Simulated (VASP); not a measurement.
Crystal: Mo2W.

```xyz
6
Lattice="-3.1786 -0.0342 0.0479 1.6783 1.6227 -4.6412 -0.0684 -6.3100 0.0374" Properties=species:S:1:pos:R:3 pbc="T T T"
Mo   -1.6124   -4.7310   -1.5527
Mo   -1.5386   -1.5838   -1.5257
Mo    0.0036   -3.0899   -2.9820
Mo   -0.0445   -0.0742   -3.1169
W    -3.2041   -3.1551    0.0804
W     0.0457    0.0016    0.0518
```

* Program: VASP 6.6.1
* Task: relaxation of cell and atoms
* Functional: PBE
* Potentials or basis: VASP PAW PBE potentials, release 64 (Mo_sv, W_sv)
* Cutoff: 600 eV
* k mesh: 8 × 8 × 4
* Occupations: gaussian, width 0.2 eV
* Spin: no spin polarisation

At the start: pressure 12.3 GPa; volume 15.40 Å³/atom.

Question: How do energy, volume and symmetry change on relaxing?

Answer: Over 15 steps the energy falls by 99.0 meV/atom and the volume is 15.95 Å³/atom (+3.6 %); space group P1 (No. 1, to 0.1 Å) before, I4/mmm (No. 139, to 0.1 Å).

The path:
```
step  energy change (eV)  largest force (eV/Å)  pressure (GPa)  volume (Å³)
   1              0.0000                2.4350           12.30        92.38
   2              0.7032                0.4075          -26.89       108.98
   3             -0.4015                1.1722           -6.10        98.13
   4             -0.4030                1.2249           -5.20        97.80
   5             -0.5478                0.4518            3.67        94.50
   6             -0.5678                0.4974            1.11        95.33
   7             -0.5859                0.1899           -1.28        96.13
   8             -0.5859                0.1915           -1.24        96.13
   9             -0.5886                0.1753            1.64        95.12
  10             -0.5914                0.1422            0.43        95.53
  11             -0.5936                0.0565           -0.24        95.75
  12             -0.5936                0.0588           -0.21        95.75
  13             -0.5938                0.0330            0.33        95.56
  14             -0.5939                0.0353            0.15        95.62
  15             -0.5940                0.0172           -0.09        95.70
```

Final structure:
```
Mo W
1.0
    -3.17363   -0.00047    0.00063
     1.58723    1.58751   -4.75064
    -0.00050   -6.34797    0.00066
Mo W
4 2
Direct
  0.66693 0.33328 0.83325
  0.66662 0.33341 0.33344
  0.33295 0.66674 0.66660
  0.33329 0.66658 0.16664
  0.00043 0.99991 0.49992
  0.99979 0.00007 0.00014
```
